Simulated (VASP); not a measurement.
Set up this calculation in VASP 6.6.1, as the native input.

| Property | Result |
| --- | --- |
| Task | relaxation of cell and atoms |
| Functional | PBE |
| Potentials or basis | VASP PAW PBE potentials, release 64 (Ga_d, Sb) |
| Cutoff | 600 eV |
| k mesh | 4 × 4 × 4 |
| Occupations | gaussian, width 0.1 eV |
| Spin | no spin polarisation |
| Dipole correction | no |
| Further INCAR settings | ALGO = Normal; EDIFF = 1e-06; IBRION = 2; EDIFFG = -0.04; NSW = 90; ISIF = 3 |

The structure of GaSb4 lies in POSCAR:

```
GaSb4
1.0
    5.3327088300      0.0000000000      0.0000000000
    0.0000000000      5.3327088300      0.0000000000
    0.0000000000      0.0000000000      5.3327088300
Ga Sb
1 4
Direct
    0.0000000000      0.0000000000      0.0000000000
    0.2500000000      0.2500000000      0.2500000000
    0.7500000000      0.7500000000      0.2500000000
    0.2500000000      0.7500000000      0.7500000000
    0.7500000000      0.2500000000      0.7500000000
```

The cell was built from a structure type or drawn by symmetry, and may not be a known phase.

The input as run:

INCAR

```
PREC = Accurate ; ENCUT = 600
EDIFF = 1E-6 ; ISMEAR = 0
SIGMA = 0.1 ; LREAL = False
LASPH = True ; NELM = 100
ALGO = Normal ; ISIF = 3
LWAVE = False ; LCHARG = False
GGA = PE ; IBRION = 2
NSW = 90 ; EDIFFG = -0.04
```

KPOINTS

```
regular mesh
0
Gamma
  4 4 4
```

Potentials or basis: VASP PAW PBE potentials, release 64 (Ga_d, Sb).

The run is started by

```bash
$ cat potpaw_PBE.64/Ga_d/POTCAR potpaw_PBE.64/Sb/POTCAR > POTCAR
$ mpirun -np 1 vasp_std > vasp.out
```

It gave:

```json
{
 "Relaxed volume": "30.80 Å³/atom",
 "Relaxed cell": "a = 5.360 Å, b = 5.360 Å, c = 5.360 Å, α = 90.00°, β = 90.00°, γ = 90.00°",
 "Space group after relaxing (to 0.1 Å)": "P-43m (No. 215)",
 "Energy gained by relaxing": "553.9 meV/atom",
 "Ionic steps": "13",
 "Pressure after relaxing": "0.0 GPa",
 "Band gap on the k mesh": "zero (an odd number of electrons rules out a gap without spin polarisation)"
}
```

Caveat: spin-orbit coupling is left out, which moves the levels of the heavy elements.

It took 7.1 min on 1 thread of Intel(R) Xeon(R) Platinum 8375C CPU @ 2.90GHz (Ice Lake), with other jobs on the host, peak memory 0.35 GiB.
